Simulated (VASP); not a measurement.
Au, 3 atoms in the cell. The cell holds a slab with vacuum, 3 atoms: a = 2.863 Å, b = 2.863 Å, c = 20.048 Å, α = 90.00°, β = 90.00°, γ = 90.00°. 

* Program: VASP 6.6.1
* Task: relaxation of the atoms
* Functional: LDA
* Potentials or basis: VASP PAW LDA potentials, release 64 (Au)
* Cutoff: 520 eV
* k mesh: 14 × 14 × 1
* Occupations: fermi-dirac, width 0.08 eV
* Spin: no spin polarisation
* Dipole correction: yes
* Further INCAR settings: ALGO = Normal; EDIFF = 1e-06; IBRION = 2; EDIFFG = -0.01; NSW = 32

Potentials or basis: VASP PAW LDA potentials, release 64 (Au).

The run is started by

```sh
$ cat potpaw_LDA.64/Au/POTCAR > POTCAR
$ mpirun -np 1 vasp_std > vasp.out
```

Hardware: 1 thread of Intel(R) Xeon(R) Platinum 8488C (Sapphire Rapids) (shared host).

Estimate the wall time of this run.

It took 2.4 min on 1 thread of Intel(R) Xeon(R) Platinum 8488C (Sapphire Rapids) (shared host), peak memory 0.28 GiB. Counts: scf iterations 27, k points 36, ion steps 3.
